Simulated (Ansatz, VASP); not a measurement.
## Two plane-wave programs on Sb

```
Sb
1.0
     2.89538    0.00000    0.00000
     0.00000    2.89538    0.00000
     0.00000    0.00000    3.76400
Sb
1
Direct
  0.00000 0.00000 0.00000
```

Alike in both runs: task single point; functional PBEsol; k mesh 16 × 16 × 16; occupations gaussian, width 0.15 eV; no spin polarisation.

|  | VASP | Ansatz |
| --- | --- | --- |
| version | VASP 6.6.1 | Ansatz 0.2.0 |
| potentials or method | VASP PAW PBE potentials, release 64 (Sb), cutoff 520 eV | scalar-relativistic, plane waves, PAW |
| valence electrons in the cell | 5 | 15 |

```csv
,VASP,Ansatz,Ansatz less VASP
gap on the k mesh at the Fermi level (eV),none,none,-
pressure (GPa),1.3,1.1,-0.16
"traceless stress, the component that is largest in VASP (GPa)",-8.37,-8.21,+0.158
```

VASP's potentials were made for PBE, not for PBEsol. A gap of «none» marks a metal or a gap that the smearing closes. VASP's potentials hold 5 valence electrons a cell and Ansatz's 15, so a difference there can come from the potentials and not from the codes.

Neither program's run includes spin-orbit coupling.
